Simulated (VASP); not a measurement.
A run of VASP 6.6.1:

Contents of INCAR:

```
SYSTEM = SnSe
PREC = Accurate
ENCUT = 600
EDIFF = 1E-7
ISMEAR = -1
SIGMA = 0.05
LREAL = .FALSE.
LASPH = .TRUE.
NELM = 100
ALGO = Normal
ISIF = 3
LWAVE = .FALSE.
LCHARG = .FALSE.
GGA = RE
IVDW = 12
IBRION = 2
NSW = 60
EDIFFG = -0.01
```

KPOINTS

```
Automatic mesh
0
G
  3 6 6
  0 0 0
```

POSCAR

```
SnSe
1.0
   11.4200000000      0.0000000000      0.0000000000
    0.0000000000      4.1900000000      0.0000000000
    0.0000000000      0.0000000000      4.4600000000
Sn Se
4 4
Direct
    0.8770000000      0.7500000000      0.9090000000
    0.6230000000      0.2500000000      0.4090000000
    0.3770000000      0.7500000000      0.5910000000
    0.1230000000      0.2500000000      0.0910000000
    0.6430000000      0.7500000000      0.9840000000
    0.8570000000      0.2500000000      0.4840000000
    0.1430000000      0.7500000000      0.5160000000
    0.3570000000      0.2500000000      0.0160000000
```

Potentials or basis: VASP PAW PBE potentials, release 64 (Sn_d, Se).

Command:

```console
$ cat potpaw_PBE.64/Sn_d/POTCAR potpaw_PBE.64/Se/POTCAR > POTCAR
$ mpirun -np 1 vasp_std > vasp.out
```

Hardware: 1 thread of AMD EPYC 9R45 96-Core Processor (Zen 5) (shared host).

Question: How long does it take, and how much memory?

Answer: Wall time 60 min on 1 thread of AMD EPYC 9R45 96-Core Processor (Zen 5), on a shared host, peak memory 0.55 GiB. Counts: scf iterations 170, k points 32, ion steps 20.
